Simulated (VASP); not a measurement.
# Ti (I4/mmm) in VASP: notebook

Runs on Ti. Level: PBE. Tasks: single point.

Everything below comes from runs of VASP 6.6.1. Logs are shortened: lines on timing, memory, paths and dates and some standing lists are left out, and cuts for length are marked.

## Step 1: The cell of the first run

Symmetry: I4/mmm, No. 139, tetragonal system. Conventional cell: a = 2.966 Å, b = 2.966 Å, c = 3.712 Å, α = 90.00°, β = 90.00°, γ = 90.00°. Ti (site symmetry 4/mmm) has 12 Ti at 2.80 to 2.97 Å within 3.7 Å.

## Step 2: Single point, PBE (volume 16.327 Å^3 an atom, c/a of the conventional cell 1.2513)

Contents of INCAR:

```
PREC = Accurate
ENCUT = 520
EDIFF = 1E-6
ISMEAR = 0
SIGMA = 0.15
LREAL = False
LASPH = True
NELM = 80
ALGO = Fast
ISIF = 2
LWAVE = False
LCHARG = False
GGA = PE
NBANDS = 12
```

Contents of KPOINTS:

```
Automatic mesh
0
Gamma
  22 22 22
```

Contents of POSCAR:

```
Ti
1.0
   -1.4830700080      1.4830700080      1.8557655010
    1.4830700080     -1.4830700080      1.8557655010
    1.4830700080      1.4830700080     -1.8557655010
Ti
1
Direct
    0.0000000000      0.0000000000      0.0000000000
```

Potentials or basis: VASP PAW PBE potentials, release 64 (Ti_sv).

Command:

```
cat potpaw_PBE.64/Ti_sv/POTCAR > POTCAR
mpirun -np 1 vasp_std > vasp.out
```

OUTCAR:

```text
PREC = Accurate
   ENCUT = 520
   EDIFF = 1E-6
   ISMEAR = 0
   LREAL = False
   LASPH = True
   NELM = 80
   ISIF = 2
   GGA = PE

 ion  position               nearest neighbor table
   1  0.000  0.000  0.000-

  LATTYP: Found a body centered tetragonal cell.
 ALAT       =     2.9661400160
 C/A-ratio  =     1.2513000000

  Lattice vectors:

 A1 = (  -1.4830700080,   1.4830700080,   1.8557655010)
 A2 = (   1.4830700080,  -1.4830700080,   1.8557655010)
 A3 = (   1.4830700080,   1.4830700080,  -1.8557655010)

Analysis of symmetry for initial positions (statically):
=====================================================================
 Subroutine PRICEL returns:
 Original cell was already a primitive cell.

 Routine SETGRP: Setting up the symmetry group for a
 body centered tetragonal supercell.

 Subroutine GETGRP returns: Found 16 space group operations
 (whereof 16 operations were pure point group operations)
 out of a pool of 16 trial point group operations.

The static configuration has the point symmetry D_4h.

Analysis of symmetry for dynamics (positions and initial velocities):
=====================================================================
 Subroutine PRICEL returns:
 Original cell was already a primitive cell.

 Routine SETGRP: Setting up the symmetry group for a
 body centered tetragonal supercell.

 Subroutine GETGRP returns: Found 16 space group operations
 (whereof 16 operations were pure point group operations)
 out of a pool of 16 trial point group operations.

The dynamic configuration has the point symmetry D_4h.

 Subroutine INISYM returns: Found 16 space group operations
 (whereof 16 operations are pure point group operations),
 and found     1 'primitive' translations

----------------------------------------------------------------------------------------

                                     Primitive cell

  volume of cell :      16.3270

  direct lattice vectors                    reciprocal lattice vectors
    -1.483070008  1.483070008  1.855765501     0.000000000  0.337138501  0.269430593
     1.483070008 -1.483070008  1.855765501     0.337138501  0.000000000  0.269430593
     1.483070008  1.483070008 -1.855765501     0.337138501  0.337138501  0.000000000

  length of vectors
     2.800510470  2.800510470  2.800510470     0.431572953  0.431572953  0.476785841

  position of ions in fractional coordinates (direct lattice)
     0.000000000  0.000000000  0.000000000

  ion indices of the primitive-cell ions
   primitive index   ion index
                 1           1

----------------------------------------------------------------------------------------

 KPOINTS: Automatic mesh

Automatic generation of k-mesh.
 Grid dimensions read from file:
 generate k-points for:   22   22   22

 Generating k-lattice:

  Cartesian coordinates                     Fractional coordinates (reciprocal lattice)
     0.000000000  0.015324477  0.012246845     0.045454545  0.000000000 -0.000000000
     0.015324477  0.000000000  0.012246845     0.000000000  0.045454545 -0.000000000
     0.015324477  0.015324477  0.000000000     0.000000000  0.000000000  0.045454545

  Length of vectors
     0.019616952  0.019616952  0.021672084

  Shift w.r.t. Gamma in fractional coordinates (k-lattice)
     0.000000000  0.000000000  0.000000000

 Subroutine IBZKPT returns following result:
 ===========================================

 Found    834 irreducible k-points:

 Following reciprocal coordinates:
            Coordinates               Weight
  0.000000  0.000000  0.000000      1.000000
  0.045455  0.000000 -0.000000      8.000000
  0.090909  0.000000 -0.000000      8.000000
  0.136364  0.000000 -0.000000      8.000000
  0.181818  0.000000 -0.000000      8.000000
  0.227273 -0.000000  0.000000      8.000000
[... 16 lines left out ...]
  0.500000  0.045455  0.000000     16.000000
 -0.454545  0.045455 -0.000000     16.000000
 [... further k-points ...]
   k-points           NKPTS =    834   k-points in BZ     NKDIM =    834   number of bands    NBANDS=     12
   number of dos      NEDOS =    301   number of ions     NIONS =      1
   total plane-waves  NPLWV =  13824
   dimension x,y,z NGX =    24 NGY =   24 NGZ =   24
   dimension x,y,z NGXF=    48 NGYF=   48 NGZF=   48
   ions per type =               1
   NGX,Y,Z   is equivalent  to a cutoff of  14.25, 14.25, 14.25 a.u.
   NGXF,Y,Z  is equivalent  to a cutoff of  28.49, 28.49, 28.49 a.u.
 SYSTEM =  unknown system
   PREC   = accura    normal or accurate (medium, high low for compatibility)
   ISTART =      0    job   : 0-new  1-cont  2-samecut
   ICHARG =      2    charge: 1-file 2-atom 10-const
   ISPIN  =      1    spin polarized calculation?
   LNONCOLLINEAR =      F non collinear calculations
   LSORBIT =      F    spin-orbit coupling
   LASPH  =      T    aspherical Exc in radial PAW
   ENCUT  =  520.0 eV  38.22 Ry    6.18 a.u.   5.21  5.21  5.21*2*pi/ulx,y,z
   NELM   =     80;   NELMIN=  2; NELMDL= -5     # of ELM steps
   EDIFF  = 0.1E-05   stopping-criterion for ELM
   LREAL  =      F    real-space projection
   EDIFFG = 0.1E-04   stopping-criterion for IOM
   NSW    =      0    number of steps for IOM
   IBRION =     -1    ionic relax: 0-MD 1-quasi-New 2-CG
   NFREE  =      0    steps in history (QN), initial steepest desc. (CG)
   ISIF   =      2    stress and relaxation
   ISYM   =      2    0-nonsym 1-usesym 2-fastsym
   POTIM  = 0.5000    time-step for ionic-motion
   TEBEG  =    0.0;   TEEND  =   0.0 temperature during run
   PSTRESS=    0.0 pullay stress
   NELECT =      12.0000    total number of electrons
   NUPDOWN=      -1.0000    fix difference up-down
   EMIN   =  10.00;   EMAX   =-10.00  energy-range for DOS
   EFERMI =   0.00;   METHOD = LEGACY
   ISMEAR =     0;   SIGMA  =   0.15  broadening in eV -4-tet -1-fermi 0-gaus
   EFERMI_NEDOS =   21; number of points for ismear=-14 and -15
   IALGO  =     68    algorithm
   IMIX   =      4    mixing-type and parameters
     AMIX     =   0.40;   BMIX     =  1.00
     AMIX_MAG =   1.60;   BMIX_MAG =  1.00
  volume/ion in A,a.u.               =      16.33       110.18
  Fermi-wavevector in a.u.,A,eV,Ry     =   1.477406  2.791892 29.697814  2.182728
  Thomas-Fermi vector in A             =   2.591814
   LORBIT       =      0    0 simple, 1 ext, 2 COOP (PROOUT), +10 PAW based schemes
   GGA     = PE    functional components
   LHFCALC =     F    Hartree Fock is set to
   AEXX    =    0.0000 exact exchange contribution
   IVDW    =     0    specifies the selected vdW correction
   LEPSILON=     F    determine dielectric tensor
   LRPA    =     F    only Hartree local field effects (RPA)
 non-spin polarized calculation
 RMM-DIIS sequential band-by-band and
 Gauss-broadening in eV      SIGMA  =   0.15
  energy-cutoff  :      520.00
  volume of cell :       16.33
 maximum number of plane-waves:       455
 NGX is ok and might be reduce to    24
   NGX = 11   NGY = 11   NGZ = 11

 number of electron      11.9999999 magnetization

 Free energy of the ion-electron system (eV)
  ---------------------------------------------------
  ext. energy  EPLUGINS =         0.00000000
  ---------------------------------------------------
  free energy    TOTEN  =        -7.74954319 eV

  energy without entropy =       -7.72756277  energy(sigma->0) =       -7.73855298

 E-fermi :   8.8583     XC(G=0): -11.7918

 val. band max:        8.8577217679   @ k =   0.4545   0.2273   0.1364
 cond. band min:       8.8602831814   @ k =  -0.1364   0.2273   0.0455
 fundamental gap:      0.0025614135
 Fermi energy:         8.8583307576

 k-point     1 :       0.0000    0.0000    0.0000
  band No.  band energies     occupation
      1     -47.7127      2.00000
      2     -23.4951      2.00000
      3     -23.4951      2.00000
      4     -23.4826      2.00000
      5       2.6578      2.00000
      6       9.5744      0.00000
      7       9.5744      0.00000
      8      10.4895      0.00000
      9      10.9526      0.00000
     10      11.9951      0.00000
     11      24.7410      0.00000
     12      28.2220      0.00000

 k-point     2 :       0.0455    0.0000   -0.0000
  band No.  band energies     occupation
      1     -47.7096      2.00000
      2     -23.5091      2.00000
      3     -23.4986      2.00000
      4     -23.4868      2.00000
      5       2.7296      2.00000
      6       9.5625      0.00000
      7       9.5987      0.00000
      8      10.4795      0.00000
      9      10.9450      0.00000
     10      11.9713      0.00000
     11      24.8013      0.00000
     12      27.9656      0.00000

 k-point     3 :       0.0909    0.0000   -0.0000
  band No.  band energies     occupation
      1     -47.7003      2.00000
      2     -23.5584      2.00000
      3     -23.5086      2.00000
      4     -23.4905      2.00000
      5       2.9414      2.00000
      6       9.5137      0.00000
      7       9.6595      0.00000
      8      10.4666      0.00000
      9      10.9360      0.00000
     10      11.9075      0.00000
     11      24.9393      0.00000
     12      27.2055      0.00000

 k-point     4 :       0.1364    0.0000   -0.0000
  band No.  band energies     occupation
      1     -47.6856      2.00000
      2     -23.6373      2.00000
      3     -23.5244      2.00000
      4     -23.4945      2.00000
      5       3.2821      2.00000
      6       9.4053      0.00000
      7       9.7189      0.00000
      8      10.4828      0.00000
      9      10.9677      0.00000
     10      11.8254      0.00000
     11      24.9687      0.00000
     12      26.2475      0.00000

 k-point     5 :       0.1818    0.0000   -0.0000
  band No.  band energies     occupation
      1     -47.6667      2.00000
      2     -23.7379      2.00000
      3     -23.5447      2.00000
      4     -23.4995      2.00000
      5       3.7322      2.00000
      6       9.2425      0.00029
      7       9.7261      0.00000
      8      10.5312      0.00000
      9      11.0947      0.00000
     10      11.7594      0.00000
     11      24.3539      0.00000
     12      25.6998      0.00000
[... 228 lines left out ...]
      1     -47.5604      2.00000
      2     -24.2673      2.00000
      3     -23.6636      2.00000
      4     -23.5292      2.00000
      5       6.1190      2.00000
      6       9.1423      0.00741
      7       9.3768      0.00000
      8      10.3881      0.00000
      9      12.3285      0.00000
     10      12.9526      0.00000
     11      18.3877      0.00000
     12      23.6543      0.00000

 k-point    22 :       0.4545    0.0455    0.0000
  band No.  band energies     occupation
      1     -47.5534      2.00000
      2     -24.3013      2.00000
      3     -23.6697      2.00000
      4     -23.5328      2.00000
      5       6.2008      2.00000
      6       9.0930      0.02694
      7       9.6030      0.00000
      8      10.3533      0.00000
      9      12.4543      0.00000
     10      13.0872      0.00000
     11      17.8698      0.00000
     12      23.4939      0.00000

 k-point    23 :       0.5000    0.0455    0.0000
  band No.  band energies     occupation
      1     -47.5527      2.00000
      2     -24.3043      2.00000
      3     -23.6691      2.00000
      4     -23.5347      2.00000
      5       6.2081      2.00000
      6       9.0832      0.03398
      7       9.6189      0.00000
      8      10.3659      0.00000
      9      12.4952      0.00000
     10      13.0715      0.00000
     11      17.8132      0.00000
     12      23.4844      0.00000

 k-point    24 :      -0.4545    0.0455   -0.0000
  band No.  band energies     occupation
      1     -47.5585      2.00000
      2     -24.2761      2.00000
      3     -23.6616      2.00000
      4     -23.5350      2.00000
      5       6.1447      2.00000
      6       9.1126      0.01653
      7       9.4322      0.00000
      8      10.3957      0.00000
      9      12.4503      0.00000
     10      12.9077      0.00000
     11      18.2337      0.00000
     12      23.6284      0.00000

 [... further k-points ...]

------------------------ aborting loop because EDIFF is reached ----------------------------------------

  FORCE on cell =-STRESS in cart. coord.  units (eV):
  Direction    XX          YY          ZZ          XY          YZ          ZX
  --------------------------------------------------------------------------------------
  -------------------------------------------------------------------------------------
  Total        0.6190811      0.6190811      0.9433203      0.0000000      0.0000000      0.0000000
  in kB       60.7507629     60.7507629     92.5685315      0.0000000      0.0000000      0.0000000
  external PRESSURE =      71.3566858 kB  Pullay stress =       0.0000000 kB

 VOLUME and BASIS-vectors are now :
 -----------------------------------------------------------------------------
  energy-cutoff  :      520.00
  volume of cell :       16.33
      direct lattice vectors                 reciprocal lattice vectors
    -1.483070008  1.483070008  1.855765501     0.000000000  0.337138501  0.269430593
     1.483070008 -1.483070008  1.855765501     0.337138501  0.000000000  0.269430593
     1.483070008  1.483070008 -1.855765501     0.337138501  0.337138501  0.000000000

 POSITION                                       TOTAL-FORCE (eV/Angst)
 -----------------------------------------------------------------------------------
      0.00000      0.00000      0.00000         0.000000     -0.000000     -0.000000
 -----------------------------------------------------------------------------------
    total drift:                               -0.000000      0.000000      0.000000

  FREE ENERGIE OF THE ION-ELECTRON SYSTEM (eV)
  ---------------------------------------------------
  free  energy   TOTEN  =        -7.7495431885 eV

  energy  without entropy=       -7.7275627701  energy(sigma->0) =       -7.73855298
```

Run time: 1.7 min. Hardware: 1 thread of Intel Xeon 6975P-C (Granite Rapids), shared host; peak memory 0.27 GiB.

What came out:

| Property | Result |
| --- | --- |
| Free energy | -7.7495 eV |
| Pressure | 7.1 GPa |
| Band gap on the k mesh | zero (band 6 reaches 9.72 eV, above the bottom of band 7 at 8.21 eV) |

Stress tensor (GPa, compression positive):
```
6.08 0.00 0.00
0.00 6.08 0.00
0.00 0.00 9.26
```

[end of part 1 of 2]
